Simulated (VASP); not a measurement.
A run of VASP 6.6.1 is set up as follows.

Contents of INCAR:

```
SYSTEM = Si4HC4
PREC = Accurate
ENCUT = 520
EDIFF = 1E-6
ISMEAR = 0
SIGMA = 0.05
LREAL = .FALSE.
LASPH = .TRUE.
NELM = 200
ALGO = Normal
ISIF = 2
LWAVE = .FALSE.
LCHARG = .TRUE.
ISPIN = 2
MAGMOM = 0 0 0 0 0 0 0 0 1
LORBIT = 11
LDIPOL = .TRUE.
IDIPOL = 3
DIPOL = 0.5 0.5 0.331
GGA = PE
LELF = .TRUE.
LVHAR = .TRUE.
LVACPOTAV = .TRUE.
NBANDS = 30
GGA_COMPAT = .FALSE.
NELMDL = -8
```

The input KPOINTS:

```
Automatic mesh
0
G
  9 6 1
  0 0 0
```

Contents of POSCAR:

```
Si4HC4
1.0
    3.0967389835      0.0000000000      0.0000000000
    0.0000000000      4.3794502696      0.0000000000
    0.0000000000      0.0000000000     20.1332068295
Si C H
4 4 1
Direct
    0.5000000000      0.5000000000      0.1986767450
    0.0000000000      0.0000000000      0.2755829977
    0.5000000000      0.4971400051      0.3554907352
    0.0000000000      0.9498903695      0.4168952500
    0.0000000000      0.2500000000      0.1986767450
    0.5000000000      0.7500000000      0.2755829977
    0.0000000000      0.2559423864      0.3541649037
    0.5000000000      0.7547379437      0.4288043580
    0.5000000000      1.0880712770      0.4790534471
```

Potentials or basis: VASP PAW PBE potentials, release 64 (Si, C, H).

Run with:

```console
$ cat potpaw_PBE.64/Si/POTCAR potpaw_PBE.64/C/POTCAR potpaw_PBE.64/H/POTCAR > POTCAR
$ mpirun -np 1 vasp_std > vasp.out
```

(1) Predict the site moments.

(2) Estimate the net moment.

## Answers

(1) Si +0.05, +0.01, +0.07, +0.02; C -0.01, +0.01, +0.02, +0.14; H +0.15 μB.

(2) 0.93 μB per cell.

Caveat: a moment this small can come from the mesh or the smearing.
